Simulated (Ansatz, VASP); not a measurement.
## LiCl in VASP and in Ansatz

File INCAR:

```
SYSTEM = LiCl
PREC     = Accurate       ! precision mode
ENCUT    = 520            ! plane-wave cutoff, eV
EDIFF    = 1E-7           ! SCF threshold, eV
ISMEAR   = 0              ! smearing method
SIGMA    = 0.1            ! smearing width, eV
LREAL    = .FALSE.        ! projectors in reciprocal space
LASPH    = .TRUE.         ! aspherical terms in the spheres
NELM     = 100            ! most SCF steps
ALGO     = Normal         ! electronic algorithm
ISIF     = 2              ! what is computed and relaxed
LWAVE    = .FALSE.        ! write WAVECAR
LCHARG   = .FALSE.        ! write CHGCAR
GGA      = PE             ! functional
NBANDS   = 12             ! bands
```

KPOINTS

```
regular mesh
0
G
  6 6 6
  0 0 0
```

File POSCAR:

```
LiCl
1.0
    3.3155321831      0.0000000000      0.0000000000
    0.0000000000      3.3155321831      0.0000000000
    0.0000000000      0.0000000000      3.3155321831
Li Cl
1 1
Direct
    0.0000000000      0.0000000000      0.0000000000
    0.5000000000      0.5000000000      0.5000000000
```

Input for Ansatz:

```yaml
crystal:
  lattice:
    - [3.3155321831, 0.0, 0.0]
    - [0.0, 3.3155321831, 0.0]
    - [0.0, 0.0, 3.3155321831]
  atoms:
    - { symbol: Li, position: [0.0, 0.0, 0.0] }
    - { symbol: Cl, position: [0.5, 0.5, 0.5] }
basis:
  ecutwfc: 420
kpoints:
  mp_grid: { grid: [6, 6, 6] }
hamiltonian:
  xc: pbe
scf:
  occupations: { method: gaussian, width: 0.1 }
output:
  forces: true
  stress: true
  eigenvalues: true
```

Alike in both runs: task single point; functional PBE; k mesh 6 × 6 × 6; occupations gaussian, width 0.1 eV; no spin polarisation.

|  | VASP | Ansatz |
| --- | --- | --- |
| version | VASP 6.6.1 | Ansatz 0.2.0 |
| potentials or method | VASP PAW PBE potentials, release 64 (Li_sv, Cl), cutoff 520 eV | scalar-relativistic, plane waves, PAW |
| valence electrons in the cell | 10 | 10 |

|  | VASP | Ansatz | Ansatz less VASP |
| --- | --- | --- | --- |
| gap on the k mesh at the Fermi level (eV) | 4.28 | 4.27 | -0.012 |
| least direct gap on the mesh (eV) | 5.04 | 5.03 | -0.012 |

The functional is the same, so the differences come from potentials, cutoffs and numerics.

Noted on VASP's run: the cutoff is short for stress, so the pressure is rough.
